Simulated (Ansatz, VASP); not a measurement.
Given: the input of a run of VASP 6.6.1 on InSe.

The input INCAR:

```
  PREC = Accurate
  ENCUT = 520
  EDIFF = 1E-6
  ISMEAR = -1
  SIGMA = 0.05
  LREAL = F
  LASPH = T
  NELM = 100
  ALGO = Normal
  ISIF = 2
  LWAVE = F
  LCHARG = T
  GGA = PE
  LELF = T
  LVHAR = T
  NBANDS = 27
```

The input KPOINTS:

```
regular mesh
0
Gamma
  8 8 8
```

The input POSCAR:

```
InSe
1.0
    2.0132454191      1.1623477847      8.4958956687
   -2.0132454191      1.1623477847      8.4958956687
    0.0000000000     -2.3246955694      8.4958956687
In Se
2 2
Direct
    0.8886000000      0.8886000000      0.8886000000
    0.0000000000      0.0000000000      0.0000000000
    0.1719000000      0.1719000000      0.1719000000
    0.3835000000      0.3835000000      0.3835000000
```

Potentials or basis: VASP PAW PBE potentials, release 64 (In_d, Se).

Launch:

```sh
$ cat potpaw_PBE.64/In_d/POTCAR potpaw_PBE.64/Se/POTCAR > POTCAR
$ mpirun -np 1 vasp_std > vasp.out
```

**Question.** Set up the same calculation for Ansatz 0.2.0. Potentials there: all-electron LAPW, scalar-relativistic.

**Answer.** As run (the cutoff follows the program's own potentials):

File input.yaml:

```yaml
crystal:
  lattice:
    - [2.0132454191, 1.1623477847, 8.4958956687]
    - [-2.0132454191, 1.1623477847, 8.4958956687]
    - [0.0, -2.3246955694, 8.4958956687]
  atoms:
    - { symbol: In, position: [0.8886, 0.8886, 0.8886] }
    - { symbol: In, position: [0.0, 0.0, 0.0] }
    - { symbol: Se, position: [0.1719, 0.1719, 0.1719] }
    - { symbol: Se, position: [0.3835, 0.3835, 0.3835] }
kpoints:
  mp_grid: { grid: [8, 8, 8] }
scf:
  occupations: { method: fermi_dirac, width: 0.05 }
hamiltonian:
  xc: pbe
  pseudopotentials: { kind: all_electron, lapw: { basis_error: 0.001 } }
output:
  forces: true
  stress: true
  eigenvalues: true
```

Potentials or basis: all-electron LAPW, scalar-relativistic.

The run is started by

```bash
$ ansatz run input.yaml --threads 2 --pin off --max-ram 6144MiB --backend cpu --events-out ev --progress --plain --runs-dir out
```

Both were run:

|  | VASP | Ansatz | Ansatz less VASP |
| --- | --- | --- | --- |
| gap on the k mesh at the Fermi level (eV) | 0.38 | 0.39 | +0.017 |
| least direct gap on the mesh (eV) | 0.38 | 0.39 | +0.017 |
| pressure (GPa) | 1.7 | 1.7 | -0.03 |
| traceless stress, the component that is largest in VASP (GPa) | -0.72 | -0.72 | +0.001 |
| rms of the force components (eV/Å) | 0.128 | 0.120 | -0.0076 |

Atom by atom the forces differ by 0.008 eV/Å (rms over components). Ansatz ran all-electron here, and VASP with PAW potentials.
